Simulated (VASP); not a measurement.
# Sr (Im-3m) in VASP: further runs, part 2 of 2

VASP 6.6.1. The steps go on from the part before.

## Step 3: Single point, LDA

INCAR reads:

```
PREC = Accurate
ENCUT = 520
EDIFF = 1E-7
ISMEAR = 1
SIGMA = 0.01
LREAL = False
LASPH = True
NELM = 80
ALGO = Normal
ISIF = 2
LWAVE = False
LCHARG = True
LELF = True
LVHAR = True
NBANDS = 11
```

KPOINTS reads:

```
regular mesh
0
Gamma
  8 8 8
```

POSCAR reads:

```
Sr
1.0
   -2.4350000000      2.4350000000      2.4350000000
    2.4350000000     -2.4350000000      2.4350000000
    2.4350000000      2.4350000000     -2.4350000000
Sr
1
Direct
    0.0000000000      0.0000000000      0.0000000000
```

Potentials or basis: VASP PAW LDA potentials, release 64 (Sr_sv).

Run with:

```
$ cat potpaw_LDA.64/Sr_sv/POTCAR > POTCAR
$ mpirun -np 1 vasp_std > vasp.out
```

OUTCAR:

```text
PREC = Accurate
   ENCUT = 520
   EDIFF = 1E-7
   ISMEAR = 1
   LREAL = False
   LASPH = True
   NELM = 80
   ISIF = 2

 ion  position               nearest neighbor table
   1  0.000  0.000  0.000-

  LATTYP: Found a body centered cubic cell.
 ALAT       =     4.8700000000

  Lattice vectors:

 A1 = (  -2.4350000000,   2.4350000000,   2.4350000000)
 A2 = (   2.4350000000,  -2.4350000000,   2.4350000000)
 A3 = (   2.4350000000,   2.4350000000,  -2.4350000000)

Analysis of symmetry for initial positions (statically):
[... 513 lines left out ...]

 [... further k-points ...]

------------------------ aborting loop because EDIFF is reached ----------------------------------------

  FORCE on cell =-STRESS in cart. coord.  units (eV):
  Direction    XX          YY          ZZ          XY          YZ          ZX
  --------------------------------------------------------------------------------------
  -------------------------------------------------------------------------------------
  Total       -0.7168091     -0.7168091     -0.7168091      0.0000000     -0.0000000     -0.0000000
  in kB      -19.8864480    -19.8864480    -19.8864480      0.0000000     -0.0000000     -0.0000000
  external PRESSURE =     -19.8864480 kB  Pullay stress =       0.0000000 kB

 VOLUME and BASIS-vectors are now :
 -----------------------------------------------------------------------------
  energy-cutoff  :      520.00
  volume of cell :       57.75
      direct lattice vectors                 reciprocal lattice vectors
    -2.435000000  2.435000000  2.435000000     0.000000000  0.205338809  0.205338809
     2.435000000 -2.435000000  2.435000000     0.205338809  0.000000000  0.205338809
     2.435000000  2.435000000 -2.435000000     0.205338809  0.205338809  0.000000000

 POSITION                                       TOTAL-FORCE (eV/Angst)
 -----------------------------------------------------------------------------------
      0.00000      0.00000      0.00000         0.000000      0.000000     -0.000000
 -----------------------------------------------------------------------------------
    total drift:                                0.000000      0.000000     -0.000000

  FREE ENERGIE OF THE ION-ELECTRON SYSTEM (eV)
  ---------------------------------------------------
  free  energy   TOTEN  =        -1.8326985491 eV

  energy  without entropy=       -1.8326501983  energy(sigma->0) =       -1.83268243
```

OSZICAR:

```text
N       E                     dE             d eps       ncg     rms          rms(c)
DAV:   1     0.346985175760E+02    0.34699E+02   -0.45472E+03   638   0.774E+02
DAV:   2    -0.196791788431E+00   -0.34895E+02   -0.34348E+02   757   0.153E+02
DAV:   3    -0.178423239246E+01   -0.15874E+01   -0.15714E+01   982   0.237E+01
DAV:   4    -0.183183007959E+01   -0.47598E-01   -0.47483E-01   822   0.386E+00
DAV:   5    -0.183278623835E+01   -0.95616E-03   -0.95595E-03   920   0.393E-01    0.100E+01
DAV:   6    -0.183272152304E+01    0.64715E-04   -0.63047E-03   784   0.952E-01    0.559E+00
DAV:   7    -0.183269643980E+01    0.25083E-04   -0.10459E-02   703   0.119E+00    0.286E-01
DAV:   8    -0.183267208125E+01    0.24359E-04   -0.15112E-03  1027   0.213E-01    0.622E-02
DAV:   9    -0.183268958269E+01   -0.17501E-04   -0.12216E-05   746   0.329E-02    0.300E-02
DAV:  10    -0.183269817205E+01   -0.85894E-05   -0.45218E-06   869   0.189E-02    0.783E-03
DAV:  11    -0.183269856118E+01   -0.38913E-06   -0.63235E-07   778   0.700E-03    0.647E-03
DAV:  12    -0.183269854912E+01    0.12059E-07   -0.52075E-08   533   0.212E-03
   1 F= -.18326985E+01 E0= -.18326824E+01  d E =-.483508E-04
```

stdout:

```text
POSCAR found type information on POSCAR Sr
 POSCAR found :  1 types and       1 ions
 scaLAPACK will be used
 LDA part: xc-table for (Slater(with rela. corr.)+CA(PZ))
 , standard interpolation
 POSCAR, INCAR and KPOINTS ok, starting setup
 FFT: planning ... GRIDC
 FFT: planning ... GRID_SOFT
 FFT: planning ... GRID
 WAVECAR not read
 entering main loop
```

It took 9.1 s on 1 thread of Intel Xeon Platinum 8259CL at 2.50GHz (Skylake/Cascade Lake), shared host; peak memory 0.15 GiB.

Results:

* Free energy: -1.8327 eV
* Pressure: -2.0 GPa
* Band gap on the k mesh: zero (bands 5 and 6 overlap by 0.42 eV)

Levels at points of the mesh, in eV from the Fermi level:
```
           k point  band 2  band 3  band 4  band 5  band 6  band 7  band 8  band 9
(0.00, 0.00, 0.00)  -18.54  -18.54  -18.54   -3.59    2.19    2.19    2.19    3.48
(0.50, 0.00, 0.00)  -18.72  -18.60  -18.54   -1.02    0.22    1.13    3.26    3.91
(0.50, 0.50, 0.50)  -18.67  -18.67  -18.67   -0.09   -0.09    3.43    3.43    3.43
```

## Step 4: Single point, PBEsol, non-collinear spin, zero start, spin-orbit coupling

INCAR reads:

```
PREC = Accurate
ENCUT = 520
EDIFF = 1E-7
ISMEAR = -1
SIGMA = 0.05
LREAL = F
LASPH = T
NELM = 150
ALGO = Fast
ISIF = 2
LWAVE = F
LCHARG = F
MAGMOM = 0 0 0
LORBIT = 11
LSORBIT = T
GGA_COMPAT = F
LORBMOM = T
GGA = PS
NBANDS = 21
```

KPOINTS reads:

```
Automatic mesh
0
Gamma
  8 8 8
```

POSCAR is that of step 3.

Potentials or basis: VASP PAW PBE potentials, release 64 (Sr_sv).

Run with:

```
$ cat potpaw_PBE.64/Sr_sv/POTCAR > POTCAR
$ mpirun -np 1 vasp_ncl > vasp.out
```

Run time: 82 s. Hardware: 1 thread of Intel Xeon Platinum 8259CL at 2.50GHz (Skylake/Cascade Lake), shared host; peak memory 0.32 GiB.

Results (log left out):

```
Free energy                                           : -1.9040 eV
Pressure                                              : -1.2 GPa
Net moment                                            : 0.00 μB per cell
Valence electrons inside the program's atomic spheres : Sr 7.89
```

Moments on the atoms (μB; x, y, z):
```
Sr  0.00 0.00 0.00
```

Caveat: the PAW data sets were made with another functional, which shifts forces and pressure a little.

## Step 5: Single point, PBE0

POSCAR is that of step 4.

INCAR.step1 reads:

```
SYSTEM = Sr
  PREC = Accurate
  ENCUT = 400
  EDIFF = 1E-5
  ISMEAR = -1
  SIGMA = 0.1
  LREAL = .FALSE.
  LASPH = .TRUE.
  NELM = 120
  ALGO = Normal
  ISIF = 2
  LWAVE = .TRUE.
  LCHARG = .FALSE.
  NBANDS = 11
  GGA = PE
  GGA_COMPAT = .FALSE.
```

INCAR.step2 reads:

```
SYSTEM = Sr
  PREC = Accurate
  ENCUT = 400
  EDIFF = 1E-6
  ISMEAR = -1
  SIGMA = 0.1
  LREAL = .FALSE.
  LASPH = .TRUE.
  NELM = 120
  ALGO = Normal
  ISIF = 2
  LWAVE = .FALSE.
  LCHARG = .FALSE.
  GGA = PE
  LHFCALC = .TRUE.
  AEXX = 0.25
  PRECFOCK = Normal
  NBANDS = 11
  ISTART = 1
  GGA_COMPAT = .FALSE.
```

KPOINTS reads:

```
regular mesh
0
G
  5 5 5
  0 0 0
```

Run with:

```
$ cat potpaw_PBE.64/Sr_sv/POTCAR > POTCAR
$ cp INCAR.step1 INCAR
$ mpirun -np 1 vasp_std > vasp.out
$ cp INCAR.step2 INCAR
$ mpirun -np 1 vasp_std > vasp.out
```

It took 15 min on 1 thread of AMD EPYC 7R43 (Zen 3), shared host; peak memory 0.13 GiB.

It converged, with:

| Item | Value |
| --- | --- |
| Free energy | -1.5864 eV |
| Pressure | -0.1 GPa |
| Band gap on the k mesh | zero (bands 5 and 6 overlap by 0.29 eV) |

Levels at points of the mesh, in eV from the Fermi level:
```tsv
k point	band 2	band 3	band 4	band 5	band 6	band 7	band 8	band 9
(0.00, 0.00, 0.00)	-20.81	-20.81	-20.81	-4.80	3.18	3.18	3.18	4.53
```

Caveat: the k points lie up to 0.36 Å⁻¹ apart; the PAW data sets were made with another functional, which shifts forces and pressure a little.

## Step 6: Single point, r2SCAN+D3(BJ), non-collinear spin, zero start, spin-orbit coupling

This run uses another cell than the first one, of 60.06 Å³/atom.

POSCAR reads:

```
Sr
1.0
   -2.4670431483      2.4670431483      2.4670431483
    2.4670431483     -2.4670431483      2.4670431483
    2.4670431483      2.4670431483     -2.4670431483
Sr
1
Direct
    0.0000000000      0.0000000000      0.0000000000
```

INCAR.step1 reads:

```
PREC = Accurate
ENCUT = 520
ISMEAR = -1
SIGMA = 0.025
LREAL = F
LASPH = T
NELM = 150
LNONCOLLINEAR = T
MAGMOM = 0 0 0
LSORBIT = T
GGA_COMPAT = F
NBANDS = 21
GGA = PE
ALGO = Normal
EDIFF = 1E-4
LWAVE = T
LCHARG = F
```

INCAR.step2 reads:

```
PREC = Accurate
ENCUT = 520
EDIFF = 1E-7
ISMEAR = -1
SIGMA = 0.025
LREAL = F
LASPH = T
NELM = 150
ALGO = Normal
ISIF = 2
LWAVE = F
LCHARG = F
LNONCOLLINEAR = T
MAGMOM = 0 0 0
LORBIT = 11
LSORBIT = T
GGA_COMPAT = F
LORBMOM = T
METAGGA = R2SCAN
LMIXTAU = T
IVDW = 12
VDW_S6 = 1.0
VDW_S8 = 0.78981345
VDW_A1 = 0.49484001
VDW_A2 = 5.73083694
NBANDS = 21
ISTART = 1
```

KPOINTS reads:

```
regular mesh
0
Gamma
  8 8 8
```

Potentials or basis: VASP PAW PBE potentials, release 64 (Sr_sv).

Run with:

```
$ cat potpaw_PBE.64/Sr_sv/POTCAR > POTCAR
$ cp INCAR.step1 INCAR
$ mpirun -np 1 vasp_ncl > vasp.out
$ cp INCAR.step2 INCAR
$ mpirun -np 1 vasp_ncl > vasp.out
```

Run time: 2.2 min. Hardware: 1 thread of Intel Xeon 6975P-C (Granite Rapids), shared host; peak memory 0.38 GiB.

The run converged. Its results:

```yaml
Free_energy: -15.2452 eV
Pressure: -0.9 GPa
Net_moment: 0.00 μB per cell
Valence_electrons_inside_the_program's_atomic_spheres: Sr 7.99
Dispersion_energy_per_atom: -0.084 eV
```

Moments on the atoms (μB; x, y, z):
```
Sr  0.00 0.00 0.00
```

Caveat: three body term missing; the PAW data sets were made with another functional, which shifts forces and pressure a little.

## Step 7: Summary

```tsv
level	potentials or basis	spin	cell	k mesh	cutoff (eV)	smearing	grid for exact exchange (PRECFOCK)	share of exact exchange	gap on the mesh (eV)	pressure (GPa)	moment (μB)
revPBE+D3(BJ)	VASP PAW PBE potentials, release 64 (Sr_sv)	off	a = 4.218 Å, angles 109.5°, 1 atom	8 × 8 × 8	500	fermi-dirac 0.05 eV	-	-	none	-1.0	-
LDA	VASP PAW LDA potentials, release 64 (Sr_sv)	off	a = 4.218 Å, angles 109.5°, 1 atom	8 × 8 × 8	520	methfessel-paxton 0.01 eV	-	-	none	-2.0	-
PBEsol	VASP PAW PBE potentials, release 64 (Sr_sv)	non-collinear, zero start, SOC	a = 4.218 Å, angles 109.5°, 1 atom	8 × 8 × 8	520	fermi-dirac 0.05 eV	-	-	-	-1.2	0.00
PBE0	VASP PAW PBE potentials, release 64 (Sr_sv)	off	a = 4.218 Å, angles 109.5°, 1 atom	5 × 5 × 5	400	fermi-dirac 0.1 eV	Normal	0.25	none	-0.1	-
r2SCAN+D3(BJ)	VASP PAW PBE potentials, release 64 (Sr_sv)	non-collinear, zero start, SOC	a = 4.273 Å, angles 109.5°, 1 atom	8 × 8 × 8	520	fermi-dirac 0.025 eV	-	-	-	-0.9	0.00
```

Alike in all rows: task single point.

Caveats: some runs use coarse meshes; the PAW data sets were made with another functional, which shifts forces and pressure a little (at least some runs); three body term missing (at least some runs).

Absolute energies hang on the potentials; compare differences alone.
